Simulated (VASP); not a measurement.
Write the native input for VASP 6.6.1 that does the following.

```yaml
Task: single point
Functional: PBE
Potentials_or_basis: VASP PAW PBE potentials, release 64 (Ca_sv, Se)
Cutoff: 520 eV
k_mesh: 8 × 8 × 8
Occupations: fermi-dirac, width 0.02 eV
Spin: no spin polarisation
Dipole_correction: no
Further_INCAR_settings: ALGO = Normal; EDIFF = 1e-07; NBANDS = 15
```

The structure of CaSe lies in POSCAR:

```
CaSe
1.0
    0.0000000000      2.9675351259      3.0651670315
    2.9675351259      0.0000000000      3.0651670315
    2.9675351259      2.9675351259      0.0000000000
Ca Se
1 1
Direct
    0.0000000000      0.0000000000      0.0000000000
    0.5000000000      0.5000000000      0.5000000000
```

This cell differs from its parent crystal: uniaxial z strain +3.3%.

These files were run (other wordings do the same):

INCAR

```
PREC     = Accurate       # precision mode
ENCUT    = 520            # plane-wave cutoff, eV
EDIFF    = 1E-7           # SCF threshold, eV
ISMEAR   = -1             # smearing method
SIGMA    = 0.02           # smearing width, eV
LREAL    = False          # projectors in reciprocal space
LASPH    = True           # aspherical terms in the spheres
NELM     = 60             # most SCF steps
ALGO     = Normal         # electronic algorithm
ISIF     = 2              # what is computed and relaxed
LWAVE    = False          # write WAVECAR
LCHARG   = False          # write CHGCAR
GGA      = PE             # functional
NBANDS   = 15             # bands
```

KPOINTS

```
regular mesh
0
Gamma
  8 8 8
```

Potentials or basis: VASP PAW PBE potentials, release 64 (Ca_sv, Se).

Launch:

```console
$ cat potpaw_PBE.64/Ca_sv/POTCAR potpaw_PBE.64/Se/POTCAR > POTCAR
$ mpirun -np 1 vasp_std > vasp.out
```

Results of the run:

The pressure is -0.7 GPa and the band gap on the k mesh is 2.12 eV (least direct gap 2.95 eV).

Caveat: the cell differs from its parent crystal (uniaxial z strain +3.3%).

It took 52 s on 1 thread of Intel Xeon 8259CL, with other jobs on the host, peak memory 0.2 GiB.
